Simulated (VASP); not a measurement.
# Ni: single point with PBE+D4+U

Ni:

```
CELL_PARAMETERS angstrom
0.00000 1.66509 1.66509
1.66509 0.00000 1.66509
1.66509 1.66509 0.00000
ATOMIC_POSITIONS crystal
Ni 0.00000 0.00000 0.00000
```

```json
{
  "Program": "VASP 6.6.1",
  "Task": "single point",
  "Functional": "PBE",
  "Dispersion": "D4",
  "Potentials or basis": "VASP PAW PBE potentials, release 64 (Ni_sv_GW)",
  "Cutoff": "590 eV",
  "k mesh": "13 × 13 × 13",
  "Occupations": "tetrahedron",
  "Spin": "collinear spin, ferromagnetic start",
  "Starting moments": "[1.0] μB",
  "Hubbard terms": "Ni d U = 3.5 eV",
  "Dipole correction": "no",
  "Second run": "valence_matched",
  "Further INCAR settings": "ALGO = Normal; EDIFF = 1e-06; NBANDS = 19"
}
```

```yaml
Pressure: 34.0 GPa
Net_moment: 0.71 μB per cell
Site_moments: Ni +0.77 μB
Valence_electrons_inside_the_program's_atomic_spheres: Ni 16.57
Dispersion_energy_per_atom: -0.529 eV
```

Levels at points of the mesh, in eV from the Fermi level:
Spin up:
```csv
k point,band 6,band 7,band 8,band 9,band 10,band 11,band 12,band 13
"(0.00, 0.00, 0.00)",-3.76,-3.76,-3.76,-2.19,-2.19,24.98,30.23,30.23
```
Spin down:
```tsv
k point	band 7	band 8	band 9	band 10	band 11	band 12
(0.00, 0.00, 0.00)	-2.02	-2.02	-1.44	-1.44	24.66	30.12
```

Eigenvalues of the final occupation matrices:
| site | spin | trace | eigenvalues |
| --- | --- | --- | --- |
| site 1 d | 1 | 4.37 | 0.87 0.87 0.87 0.88 0.88 |
| site 1 d | 2 | 3.57 | 0.63 0.63 0.63 0.83 0.83 |

Run time: 49 s on 1 thread of AMD EPYC 9R45 (Zen 5), with other jobs on the host, peak memory 0.13 GiB.

Caveat: pairwise dispersion overbinds metals, which lowers pressure and volume; the U is typed as a test and isn't derived for this compound; tetrahedron occupations give inexact forces and stress in metals. The state reached can hang on the start; a lower one may exist.
